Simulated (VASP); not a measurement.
Here is a VASP 6.6.1 calculation.

File INCAR:

```
SYSTEM = NbN
ALGO = Normal
EDIFF = 1E-8
ENCUT = 520
GGA = PS
GGA_COMPAT = .FALSE.
ISIF = 2
ISMEAR = -1
LASPH = .TRUE.
LCHARG = .FALSE.
LEFG = .TRUE.
LREAL = .FALSE.
LWAVE = .FALSE.
NBANDS = 16
NELM = 120
PREC = Accurate
SIGMA = 0.08
```

The input KPOINTS:

```
k-points
0
G
  14 14 14
  0 0 0
```

Contents of POSCAR:

```
NbN
1.0
    0.0000000000      2.2233783117      2.2233783117
    2.2233783117      0.0000000000      2.2233783117
    2.2233783117      2.2233783117      0.0000000000
Nb N
1 1
Direct
    0.5000000000      0.5000000000      0.5000000000
    0.0000000000      0.0000000000      0.0000000000
```

Potentials or basis: VASP PAW PBE potentials, release 64 (Nb_sv, N).

The run is started by

```console
$ cat potpaw_PBE.64/Nb_sv/POTCAR potpaw_PBE.64/N/POTCAR > POTCAR
$ mpirun -np 1 vasp_std > vasp.out
```

(1) Predict the band gap on the k mesh.

(2) What does it give for the pressure?

Results:

(1) zero (band 9 reaches 14.70 eV, above the bottom of band 10 at 11.35 eV).

(2) -14.0 GPa.

Caveat: without QUAD_EFG the Cq values of the log hold for a quadrupole moment of 1 mb, not for the nuclei; the PAW data sets were made with another functional, which shifts forces and pressure a little.
